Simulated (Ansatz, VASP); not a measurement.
# Al: VASP beside Ansatz

```
Al
1.0
     0.00000    1.95808    1.95808
     1.95808    0.00000    1.95808
     1.95808    1.95808    0.00000
Al
1
Cartesian
  0.0000 0.0000 0.0000
```

Alike in both runs: task single point; functional PBE; k mesh 18 × 18 × 18; occupations gaussian, width 0.1 eV; no spin polarisation.

|  | VASP | Ansatz |
| --- | --- | --- |
| version | VASP 6.6.1 | Ansatz 0.2.0 |
| potentials or method | VASP PAW PBE potentials, release 64 (Al), cutoff 500 eV | scalar-relativistic, all-electron LAPW |

|  | VASP | Ansatz | Ansatz less VASP |
| --- | --- | --- | --- |
| gap on the k mesh at the Fermi level (eV) | none | none | - |
| pressure (GPa) | 8.9 | 8.9 | 0.00 |

A gap of «none» marks a metal or a gap that the smearing closes. Ansatz ran all-electron here, and VASP with PAW potentials.
